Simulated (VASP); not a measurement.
Here is a VASP 6.6.1 calculation.

The input INCAR:

```
PREC = Accurate
ENCUT = 600
EDIFF = 1E-6
ISMEAR = -1
SIGMA = 0.1
LREAL = False
LASPH = True
NELM = 120
ALGO = Normal
ISIF = 2
LWAVE = False
LCHARG = True
GGA = PS
LELF = True
LVHAR = True
NBANDS = 12
GGA_COMPAT = False
```

Contents of KPOINTS:

```
regular mesh
0
Gamma
  11 11 11
```

POSCAR

```
Cu
1.0
    0.0000000000      1.7809919782      1.7809919782
    1.7809919782      0.0000000000      1.7809919782
    1.7809919782      1.7809919782      0.0000000000
Cu
1
Direct
    0.0000000000      0.0000000000      0.0000000000
```

Potentials or basis: VASP PAW PBE potentials, release 64 (Cu).

The run is started by

```console
$ cat potpaw_PBE.64/Cu/POTCAR > POTCAR
$ mpirun -np 1 vasp_std > vasp.out
```

(1) What does it give for the pressure?

Answers

(1) 0.8 GPa.

Caveat: the PAW data sets were made with another functional, which shifts forces and pressure a little.
